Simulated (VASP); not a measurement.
# SnO2 (fluorite type): single point with r2SCAN

SnO2 (fluorite type):

```
Sn O
1.0
     0.00000    2.50096    2.50096
     2.50096    0.00000    2.50096
     2.50096    2.50096    0.00000
Sn O
1 2
Cartesian
  0.0000 0.0000 0.0000
  1.2505 1.2505 1.2505
  3.7514 3.7514 3.7514
```

```yaml
Program: VASP 6.6.1
Task: single point
Functional: r2SCAN
Potentials_or_basis: VASP PAW PBE potentials, release 64 (Sn_d, O)
Cutoff: 520 eV
k_mesh: 12 × 12 × 12
Occupations: fermi-dirac, width 0.1 eV
Spin: no spin polarisation
```

```yaml
Pressure: 11.3 GPa
Band_gap_on_the_k_mesh: 1.28 eV (least direct gap 2.80 eV)
```

Levels at points of the mesh, in eV from the valence-band top:
```
           k point  band 11  band 12  band 13  band 14  band 15  band 16
(0.00, 0.00, 0.00)    -1.52    -1.52    -1.52     1.28     8.03     8.03
(0.50, 0.00, 0.00)    -3.66    -2.31    -2.31     5.94     8.79    11.78
(0.50, 0.50, 0.00)    -0.22    -0.22    -0.17     4.06     8.47    10.69
```

Wall time 91 s on 1 thread of Intel(R) Xeon(R) 6975P-C (Granite Rapids), on a shared host, peak memory 0.19 GiB.

Caveat: the cell stands under pressure; the PAW data sets were made with another functional, which shifts forces and pressure a little; spin-orbit coupling is left out, which moves the levels of the heavy elements. A k mesh can miss the band edges.
